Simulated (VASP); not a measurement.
Wanted: the native input for a VASP 6.6.1 run.

| Quantity | Value |
| --- | --- |
| Task | single point |
| Functional | PBEsol |
| Potentials or basis | VASP PAW PBE potentials, release 64 (N, Hf_pv) |
| Cutoff | 520 eV |
| k mesh | 9 × 9 × 1 |
| Occupations | gaussian, width 0.1 eV |
| Spin | no spin polarisation |
| Dipole correction | yes |
| Further INCAR settings | ALGO = Normal; EDIFF = 1e-06; NBANDS = 34 |

The structure of Hf3N4 lies in POSCAR:

```
Hf3N4
1.0
    3.1830776023      0.0000000000      0.0000000000
   -1.5915388012      2.7566260658      0.0000000000
    0.0000000000      0.0000000000     24.7969159374
N Hf
4 3
Direct
    0.3333333333      0.6666666667      0.3427845633
    0.0000000000      0.0000000000      0.4475948544
    0.6666666667      0.3333333333      0.5485558216
    0.3333333333      0.6666666667      0.6462833138
    0.6666666667      0.3333333333      0.3951897088
    0.3333333333      0.6666666667      0.5006029993
    0.0000000000      0.0000000000      0.6144508266
```

One way to write it, as run:

INCAR

```
PREC = Accurate ; ENCUT = 520
EDIFF = 1E-6 ; ISMEAR = 0
SIGMA = 0.1 ; LREAL = F
LASPH = T ; NELM = 100
ALGO = Normal ; ISIF = 2
LWAVE = F ; LCHARG = F
LDIPOL = T ; IDIPOL = 3
DIPOL = 0.5 0.5 0.499 ; GGA = PS
NBANDS = 34
```

KPOINTS

```
Automatic mesh
0
Gamma
  9 9 1
```

Potentials or basis: VASP PAW PBE potentials, release 64 (N, Hf_pv).

Launch:

```sh
$ cat potpaw_PBE.64/N/POTCAR potpaw_PBE.64/Hf_pv/POTCAR > POTCAR
$ mpirun -np 1 vasp_std > vasp.out
```

It gave:

* Largest force: 7.141 eV/Å

Caveat: the PAW data sets were made with another functional, which shifts forces and pressure a little.

Wall time 5.2 min on 1 thread of Intel(R) Xeon(R) 6975P-C (Granite Rapids), on a shared host, peak memory 0.34 GiB.
